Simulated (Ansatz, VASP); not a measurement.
**Al12H in VASP and in Ansatz**

The input INCAR:

```
PREC = Accurate ; ENCUT = 520
EDIFF = 1E-6 ; ISMEAR = 0
SIGMA = 0.1 ; LREAL = F
LASPH = T ; NELM = 150
ALGO = Normal ; ISIF = 2
LWAVE = F ; LCHARG = F
ISPIN = 2 ; MAGMOM = 0 0 0 0 0 0 0 0 0 0 0 0 1
LORBIT = 11 ; LDIPOL = T
IDIPOL = 3 ; DIPOL = 0.5 0.5 0.312
GGA = PE ; NBANDS = 34
```

The input KPOINTS:

```
regular mesh
0
Gamma
  6 6 1
```

Contents of POSCAR:

```
Al12H
1.0
    5.7135165838      0.0000000000      0.0000000000
   -2.8567582919      4.9480505065      0.0000000000
    0.0000000000      0.0000000000     21.6013781936
Al H
12 1
Direct
    0.3333333333      0.1666666667      0.1851733702
    0.3333333333      0.6666666667      0.1851733702
    0.8333333333      0.1666666667      0.1851733702
    0.8333333333      0.6666666667      0.1851733702
    0.1666666667      0.3333333333      0.2916813828
    0.1666666667      0.8333333333      0.2916813828
    0.6666666667      0.3333333333      0.2916813828
    0.6666666667      0.8333333333      0.2916813828
    0.0000000000      0.0000000000      0.3981865470
    0.0000000000      0.5000000000      0.3981865470
    0.5000000000      0.0000000000      0.3981865470
    0.5000000000      0.5000000000      0.3981865470
    0.0000000000      0.0000000000      0.5495657771
```

Input for Ansatz:

```yaml
crystal:
  lattice:
    - [5.7135165838, 0.0, 0.0]
    - [-2.8567582919, 4.9480505065, 0.0]
    - [0.0, 0.0, 21.6013781936]
  atoms:
    - { symbol: Al, position: [0.3333333333, 0.1666666667, 0.1851733702] }
    - { symbol: Al, position: [0.3333333333, 0.6666666667, 0.1851733702] }
    - { symbol: Al, position: [0.8333333333, 0.1666666667, 0.1851733702] }
    - { symbol: Al, position: [0.8333333333, 0.6666666667, 0.1851733702] }
    - { symbol: Al, position: [0.1666666667, 0.3333333333, 0.2916813828] }
    - { symbol: Al, position: [0.1666666667, 0.8333333333, 0.2916813828] }
    - { symbol: Al, position: [0.6666666667, 0.3333333333, 0.2916813828] }
    - { symbol: Al, position: [0.6666666667, 0.8333333333, 0.2916813828] }
    - { symbol: Al, position: [0.0, 0.0, 0.398186547] }
    - { symbol: Al, position: [0.0, 0.5, 0.398186547] }
    - { symbol: Al, position: [0.5, 0.0, 0.398186547] }
    - { symbol: Al, position: [0.5, 0.5, 0.398186547] }
    - { symbol: H, position: [0.0, 0.0, 0.5495657771], spin: 1.0 }
basis:
  ecutwfc: 420
kpoints:
  mp_grid: { grid: [6, 6, 1] }
hamiltonian:
  xc: pbe
  pseudopotentials: { kind: paw, azcp: { folder: soft_1 } }
scf:
  occupations: { method: gaussian, width: 0.1 }
output:
  forces: true
  eigenvalues: true
  populations: true
magnetization:
  spin_polarized: true
efield:
  axis: 3
  dipole_correction: true
  ramp_width: 0.04
```

Alike in both runs: task single point; functional PBE; k mesh 6 × 6 × 1; occupations gaussian, width 0.1 eV; collinear spin.

|  | VASP | Ansatz |
| --- | --- | --- |
| version | VASP 6.6.1 | Ansatz 0.2.0 |
| potentials or method | VASP PAW PBE potentials, release 64 (Al, H), cutoff 520 eV | scalar-relativistic, plane waves, PAW |
| valence electrons in the cell | 37 | 37 |

```tsv
	VASP	Ansatz	Ansatz less VASP
gap on the k mesh at the Fermi level (eV)	none	none	-
rms of the force components (eV/Å)	0.027	0.027	+0.0001
net moment per atom (μB)	0.07	0.07	0.000
size of the moment on the site where the two differ most (μB)	0.37	0.86	+0.499
```

Site moments also hang on the region over which each program counts them. Atom by atom the forces differ by 0.000 eV/Å (rms over components). A gap of «none» marks a metal or a gap that the smearing closes. Ansatz's warnings: stability check not made.
